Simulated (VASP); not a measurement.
# F2 in VASP: a series of runs

The runs below take F2 through single point, relaxation of the atoms, with r2SCAN.

All numbers are computed with VASP 6.6.1; they aren't measurements. Logs are shortened: lines on timing, memory, paths and dates and some standing lists are left out, and cuts for length are marked.

### Step 1. The cell of the first run

The cell holds a molecule in a box, 2 atoms: a = 12.000 Å, b = 12.300 Å, c = 12.600 Å, α = 90.00°, β = 90.00°, γ = 90.00°.

### Step 2. Single point, r2SCAN

POSCAR

```
F
1.0
   12.0000000000      0.0000000000      0.0000000000
    0.0000000000     12.3000000000      0.0000000000
    0.0000000000      0.0000000000     12.6000000000
F
2
Direct
    0.5000000000      0.5000000000      0.4446127625
    0.5000000000      0.5000000000      0.5553872375
```

INCAR.step1

```
PREC     = Accurate       # precision mode
ENCUT    = 520            # plane-wave cutoff, eV
ISMEAR   = -1             # smearing method
SIGMA    = 0.01           # smearing width, eV
LREAL    = F              # projectors in reciprocal space
LASPH    = T              # aspherical terms in the spheres
NELM     = 60             # most SCF steps
NBANDS   = 14             # bands
GGA      = PE             # functional
ALGO     = Normal         # electronic algorithm
EDIFF    = 1E-4           # SCF threshold, eV
LWAVE    = T              # write WAVECAR
LCHARG   = F              # write CHGCAR
```

INCAR.step2

```
PREC     = Accurate       # precision mode
ENCUT    = 520            # plane-wave cutoff, eV
EDIFF    = 1E-6           # SCF threshold, eV
ISMEAR   = -1             # smearing method
SIGMA    = 0.01           # smearing width, eV
LREAL    = F              # projectors in reciprocal space
LASPH    = T              # aspherical terms in the spheres
NELM     = 60             # most SCF steps
ALGO     = Normal         # electronic algorithm
ISIF     = 2              # what is computed and relaxed
LWAVE    = F              # write WAVECAR
LCHARG   = F              # write CHGCAR
METAGGA  = R2SCAN         # meta-GGA
LMIXTAU  = T            
NBANDS   = 14             # bands
ISTART   = 1
```

KPOINTS

```
Automatic mesh
0
Gamma
  1 1 1
```

Potentials or basis: VASP PAW PBE potentials, release 64 (F).

Run with:

```bash
> cat potpaw_PBE.64/F/POTCAR > POTCAR
> cp INCAR.step1 INCAR
> mpirun -np 1 vasp_gam > vasp.out
> cp INCAR.step2 INCAR
> mpirun -np 1 vasp_gam > vasp.out
```

OUTCAR:

```text
PREC = Accurate
   ENCUT = 520
   EDIFF = 1E-6
   ISMEAR = -1
   LREAL = F
   LASPH = T
   NELM = 60
   ISIF = 2
   METAGGA = R2SCAN
   ISTART = 1

 ion  position               nearest neighbor table
   1  0.500  0.500  0.445-   2 1.40
   2  0.500  0.500  0.555-   1 1.40

  LATTYP: Found a simple orthorhombic cell.
 ALAT       =    12.0000000000
 B/A-ratio  =     1.0250000000
 C/A-ratio  =     1.0500000000

  Lattice vectors:

 A1 = (  12.0000000000,   0.0000000000,   0.0000000000)
 A2 = (   0.0000000000,  12.3000000000,   0.0000000000)
 A3 = (   0.0000000000,   0.0000000000,  12.6000000000)

Analysis of symmetry for initial positions (statically):
=====================================================================
 Subroutine PRICEL returns:
 Original cell was already a primitive cell.

 Routine SETGRP: Setting up the symmetry group for a
 simple orthorhombic supercell.

 Subroutine GETGRP returns: Found  8 space group operations
 (whereof  8 operations were pure point group operations)
 out of a pool of  8 trial point group operations.

The static configuration has the point symmetry D_2h.

Analysis of symmetry for dynamics (positions and initial velocities):
=====================================================================
 Subroutine PRICEL returns:
 Original cell was already a primitive cell.

 Routine SETGRP: Setting up the symmetry group for a
 simple orthorhombic supercell.

 Subroutine GETGRP returns: Found  8 space group operations
 (whereof  8 operations were pure point group operations)
 out of a pool of  8 trial point group operations.

The dynamic configuration has the point symmetry D_2h.

 Subroutine INISYM returns: Found  8 space group operations
 (whereof  8 operations are pure point group operations),
 and found     1 'primitive' translations

----------------------------------------------------------------------------------------

                                     Primitive cell

  volume of cell :    1859.7600

  direct lattice vectors                    reciprocal lattice vectors
    12.000000000  0.000000000  0.000000000     0.083333333  0.000000000  0.000000000
     0.000000000 12.300000000  0.000000000     0.000000000  0.081300813  0.000000000
     0.000000000  0.000000000 12.600000000     0.000000000  0.000000000  0.079365079

  length of vectors
    12.000000000 12.300000000 12.600000000     0.083333333  0.081300813  0.079365079

  position of ions in fractional coordinates (direct lattice)
     0.500000000  0.500000000  0.444612763
     0.500000000  0.500000000  0.555387237

  ion indices of the primitive-cell ions
   primitive index   ion index
                 1           1
                 2           2

----------------------------------------------------------------------------------------

 KPOINTS: Automatic mesh

Automatic generation of k-mesh.
 Grid dimensions read from file:
 generate k-points for:    1    1    1

 Generating k-lattice:

  Cartesian coordinates                     Fractional coordinates (reciprocal lattice)
     0.083333333  0.000000000  0.000000000     1.000000000  0.000000000  0.000000000
     0.000000000  0.081300813  0.000000000     0.000000000  1.000000000  0.000000000
     0.000000000  0.000000000  0.079365079     0.000000000  0.000000000  1.000000000

  Length of vectors
     0.083333333  0.081300813  0.079365079

  Shift w.r.t. Gamma in fractional coordinates (k-lattice)
     0.000000000  0.000000000  0.000000000

 Subroutine IBZKPT returns following result:
 ===========================================

 Found      1 irreducible k-points:

 Following reciprocal coordinates:
            Coordinates               Weight
  0.000000  0.000000  0.000000      1.000000
   k-points           NKPTS =      1   k-points in BZ     NKDIM =      1   number of bands    NBANDS=     14
   number of dos      NEDOS =    301   number of ions     NIONS =      2
   total plane-waves  NPLWV = 829440
   dimension x,y,z NGX =    90 NGY =   96 NGZ =   96
   dimension x,y,z NGXF=   180 NGYF=  192 NGZF=  192
   ions per type =               2
   NGX,Y,Z   is equivalent  to a cutoff of  12.47, 12.98, 12.67 a.u.
   NGXF,Y,Z  is equivalent  to a cutoff of  24.94, 25.95, 25.33 a.u.
 SYSTEM =  unknown system
   PREC   = accura    normal or accurate (medium, high low for compatibility)
   ISTART =      1    job   : 0-new  1-cont  2-samecut
   ICHARG =      0    charge: 1-file 2-atom 10-const
   ISPIN  =      1    spin polarized calculation?
   LNONCOLLINEAR =      F non collinear calculations
   LSORBIT =      F    spin-orbit coupling
   LASPH  =      T    aspherical Exc in radial PAW
   ENCUT  =  520.0 eV  38.22 Ry    6.18 a.u.  22.31 22.87 23.43*2*pi/ulx,y,z
   NELM   =     60;   NELMIN=  2; NELMDL=  0     # of ELM steps
   EDIFF  = 0.1E-05   stopping-criterion for ELM
   LREAL  =      F    real-space projection
   EDIFFG = 0.1E-04   stopping-criterion for IOM
   NSW    =      0    number of steps for IOM
   IBRION =     -1    ionic relax: 0-MD 1-quasi-New 2-CG
   NFREE  =      0    steps in history (QN), initial steepest desc. (CG)
   ISIF   =      2    stress and relaxation
   ISYM   =      2    0-nonsym 1-usesym 2-fastsym
   POTIM  = 0.5000    time-step for ionic-motion
   TEBEG  =    0.0;   TEEND  =   0.0 temperature during run
   PSTRESS=    0.0 pullay stress
   NELECT =      14.0000    total number of electrons
   NUPDOWN=      -1.0000    fix difference up-down
   EMIN   =  10.00;   EMAX   =-10.00  energy-range for DOS
   EFERMI =   0.00;   METHOD = LEGACY
   ISMEAR =    -1;   SIGMA  =   0.01  broadening in eV -4-tet -1-fermi 0-gaus
   EFERMI_NEDOS =   21; number of points for ismear=-14 and -15
   IALGO  =     38    algorithm
   IMIX   =      4    mixing-type and parameters
     AMIX     =   0.40;   BMIX     =  1.00
     AMIX_MAG =   1.60;   BMIX_MAG =  1.00
  volume/ion in A,a.u.               =     929.88      6275.14
  Fermi-wavevector in a.u.,A,eV,Ry     =   0.320847  0.606314  1.400625  0.102943
  Thomas-Fermi vector in A             =   1.207823
   LORBIT       =      0    0 simple, 1 ext, 2 COOP (PROOUT), +10 PAW based schemes
   METAGGA = R2SCAN    functional components
   LHFCALC =     F    Hartree Fock is set to
   AEXX    =    0.0000 exact exchange contribution
   IVDW    =     0    specifies the selected vdW correction
   LEPSILON=     F    determine dielectric tensor
   LRPA    =     F    only Hartree local field effects (RPA)
 non-spin polarized calculation
  energy-cutoff  :      520.00
  volume of cell :     1859.76
 maximum number of plane-waves:     25042
 NGX is ok and might be reduce to    90
   NGX = 45   NGY = 45   NGZ = 47

 number of electron      13.9999997 magnetization

 Free energy of the ion-electron system (eV)
  ---------------------------------------------------
  ext. energy  EPLUGINS =         0.00000000
  ---------------------------------------------------
  free energy    TOTEN  =        -6.13238935 eV

  energy without entropy =       -6.13238935  energy(sigma->0) =       -6.13238935

 E-fermi :  -9.5238     XC(G=0):  -0.2115

 val. band max:       -9.8575049069   @ k =   0.0000   0.0000   0.0000
 cond. band min:      -5.1775116185   @ k =   0.0000   0.0000   0.0000
 fundamental gap:      4.6799932884
 Fermi energy:        -9.5237582766

 k-point     1 :       0.0000    0.0000    0.0000
  band No.  band energies     occupation
      1     -35.8374      2.00000
      2     -29.0405      2.00000
      3     -15.7275      2.00000
      4     -13.4717      2.00000
      5     -13.4717      2.00000
      6      -9.8576      2.00000
      7      -9.8575      2.00000
      8      -5.1775      0.00000
      9      -0.0104      0.00000
     10       0.9120      0.00000
     11       0.9443      0.00000
     12       0.9910      0.00000
     13       0.9995      0.00000
     14       1.0617      0.00000

------------------------ aborting loop because EDIFF is reached ----------------------------------------

  FORCE on cell =-STRESS in cart. coord.  units (eV):
  Direction    XX          YY          ZZ          XY          YZ          ZX
  --------------------------------------------------------------------------------------
  -------------------------------------------------------------------------------------
  Total       -0.0942967     -0.0964947      0.7161635      0.0000000      0.0000000      0.0000000
  in kB       -0.0812363     -0.0831299      0.6169726      0.0000000      0.0000000      0.0000000
  external PRESSURE =       0.1508688 kB  Pullay stress =       0.0000000 kB

 VOLUME and BASIS-vectors are now :
 -----------------------------------------------------------------------------
  energy-cutoff  :      520.00
  volume of cell :     1859.76
      direct lattice vectors                 reciprocal lattice vectors
    12.000000000  0.000000000  0.000000000     0.083333333  0.000000000  0.000000000
     0.000000000 12.300000000  0.000000000     0.000000000  0.081300813  0.000000000
     0.000000000  0.000000000 12.600000000     0.000000000  0.000000000  0.079365079

 POSITION                                       TOTAL-FORCE (eV/Angst)
 -----------------------------------------------------------------------------------
      6.00000      6.15000      5.60212         0.000000      0.000000     -0.588321
      6.00000      6.15000      6.99788         0.000000      0.000000      0.588321
 -----------------------------------------------------------------------------------
    total drift:                                0.000000     -0.000000      0.000000

  FREE ENERGIE OF THE ION-ELECTRON SYSTEM (eV)
  ---------------------------------------------------
  free  energy   TOTEN  =        -6.1323893505 eV

  energy  without entropy=       -6.1323893505  energy(sigma->0) =       -6.13238935
```

Wall time 8.5 min (1 thread of AMD EPYC 7R43 (Zen 3), shared host); peak memory 1.6 GiB.

Results:

```
Free energy                     : -6.1324 eV
Largest force                   : 0.588 eV/Å
Gap between the frontier levels : 4.68 eV
```

Forces in eV/Å, atoms in the order of the input:
```
F    0.000  0.000 -0.588
F    0.000  0.000  0.588
```

Caveat: the PAW data sets were made with another functional, which shifts forces and pressure a little.

### Step 3. Relaxation of the atoms, r2SCAN

POSCAR

```
F
1.0
   12.0000000000      0.0000000000      0.0000000000
    0.0000000000     12.3000000000      0.0000000000
    0.0000000000      0.0000000000     12.6000000000
F
2
Direct
    0.5000000000      0.5000000000      0.4436507937
    0.5000000000      0.5000000000      0.5563492063
```

INCAR.step1

```
PREC = Accurate
ENCUT = 520
ISMEAR = -1
SIGMA = 0.01
LREAL = F
LASPH = T
NELM = 60
GGA = PE
ALGO = Normal
EDIFF = 1E-4
LWAVE = T
LCHARG = F
```

INCAR.step2

```
PREC = Accurate
ENCUT = 520
EDIFF = 1E-6
ISMEAR = -1
SIGMA = 0.01
LREAL = F
LASPH = T
NELM = 60
ALGO = Normal
ISIF = 2
LWAVE = F
LCHARG = F
METAGGA = R2SCAN
LMIXTAU = T
IBRION = 2
NSW = 80
EDIFFG = -0.01
ISTART = 1
```

KPOINTS

```
regular mesh
0
Gamma
  1 1 1
```

Potentials or basis: VASP PAW PBE potentials, release 64 (F).

Run with:

```bash
> cat potpaw_PBE.64/F/POTCAR > POTCAR
> cp INCAR.step1 INCAR
> mpirun -np 1 vasp_gam > vasp.out
> cp INCAR.step2 INCAR
> mpirun -np 1 vasp_gam > vasp.out
```

OUTCAR:

```text
PREC = Accurate
   ENCUT = 520
   EDIFF = 1E-6
   ISMEAR = -1
   LREAL = F
   LASPH = T
   NELM = 60
   ISIF = 2
   METAGGA = R2SCAN
   IBRION = 2
   NSW = 80
   EDIFFG = -0.01
   ISTART = 1

 ion  position               nearest neighbor table
   1  0.500  0.500  0.444-   2 1.42
   2  0.500  0.500  0.556-   1 1.42

  LATTYP: Found a simple orthorhombic cell.
 ALAT       =    12.0000000000
 B/A-ratio  =     1.0250000000
 C/A-ratio  =     1.0500000000

  Lattice vectors:

 A1 = (  12.0000000000,   0.0000000000,   0.0000000000)
 A2 = (   0.0000000000,  12.3000000000,   0.0000000000)
 A3 = (   0.0000000000,   0.0000000000,  12.6000000000)

Analysis of symmetry for initial positions (statically):
=====================================================================
 Subroutine PRICEL returns:
 Original cell was already a primitive cell.

 Routine SETGRP: Setting up the symmetry group for a
 simple orthorhombic supercell.

 Subroutine GETGRP returns: Found  8 space group operations
[... 130 lines left out ...]
   NGX = 45   NGY = 45   NGZ = 47

--------------------------------------- Ionic step        1  -------------------------------------------

 number of electron      13.9999994 magnetization

 Free energy of the ion-electron system (eV)
  ---------------------------------------------------
  ext. energy  EPLUGINS =         0.00000000
  ---------------------------------------------------
  free energy    TOTEN  =        -6.13367617 eV

  energy without entropy =       -6.13367617  energy(sigma->0) =       -6.13367617

------------------------ aborting loop because EDIFF is reached ----------------------------------------

  FORCE on cell =-STRESS in cart. coord.  units (eV):
  Direction    XX          YY          ZZ          XY          YZ          ZX
  --------------------------------------------------------------------------------------
  -------------------------------------------------------------------------------------
  Total        0.0591687      0.0645655     -0.4760083      0.0000000      0.0000000      0.0000000
  in kB        0.0509737      0.0556230     -0.4100797      0.0000000      0.0000000      0.0000000
  external PRESSURE =      -0.1011610 kB  Pullay stress =       0.0000000 kB
[... 95 lines left out ...]
--------------------------------------- Ionic step        4  -------------------------------------------

 number of electron      13.9999995 magnetization

 Free energy of the ion-electron system (eV)
  ---------------------------------------------------
  ext. energy  EPLUGINS =         0.00000000
  ---------------------------------------------------
  free energy    TOTEN  =        -6.13675568 eV

  energy without entropy =       -6.13675568  energy(sigma->0) =       -6.13675568

 E-fermi :  -9.6734     XC(G=0):  -0.1960

 val. band max:       -9.9195026683   @ k =   0.0000   0.0000   0.0000
 cond. band min:      -5.4370450836   @ k =   0.0000   0.0000   0.0000
 fundamental gap:      4.4824575847
 Fermi energy:        -9.6734114921

 k-point     1 :       0.0000    0.0000    0.0000
  band No.  band energies     occupation
      1     -35.6346      2.00000
      2     -29.1399      2.00000
      3     -15.6581      2.00000
      4     -13.3898      2.00000
      5     -13.3897      2.00000
      6      -9.9196      2.00000
      7      -9.9195      2.00000
      8      -5.4370      0.00000
      9       0.0036      0.00000
     10       0.9316      0.00000
     11       0.9584      0.00000
[... 27 lines left out ...]
  FREE ENERGIE OF THE ION-ELECTRON SYSTEM (eV)
  ---------------------------------------------------
  free  energy   TOTEN  =        -6.1367556799 eV

  energy  without entropy=       -6.1367556799  energy(sigma->0) =       -6.13675568

 reached required accuracy - stopping structural energy minimisation
```

Run time: 32 min. Hardware: 1 thread of AMD EPYC 7R43 (Zen 3), shared host; peak memory 1.8 GiB.

Results:

| Property | Result |
| --- | --- |
| Free energy | -6.1368 eV |
| Energy gained by relaxing | 1.5 meV/atom |
| Ionic steps | 4 |
| Gap between the frontier levels | 4.48 eV |

The path:
```tsv
step	energy change (eV)	largest force (eV/Å)	pressure (GPa)
1	0.0000	0.3617	-0.01
2	0.0099	1.0470	0.03
3	-0.0030	0.0516	-0.01
4	-0.0031	0.0001	-0.01
```

Final structure:
```
F
1.0
    12.00000    0.00000    0.00000
     0.00000   12.30000    0.00000
     0.00000    0.00000   12.60000
F
2
Direct
  0.50000 0.50000 0.44403
  0.50000 0.50000 0.55597
```

Levels at points of the mesh, in eV from the valence-band top:
```
           k point  band 3  band 4  band 5  band 6  band 7  band 8  band 9  band 10  band 11
(0.00, 0.00, 0.00)   -5.74   -3.47   -3.47    0.00    0.00    4.48    9.92    10.85    10.88
```

Caveat: the PAW data sets were made with another functional, which shifts forces and pressure a little.
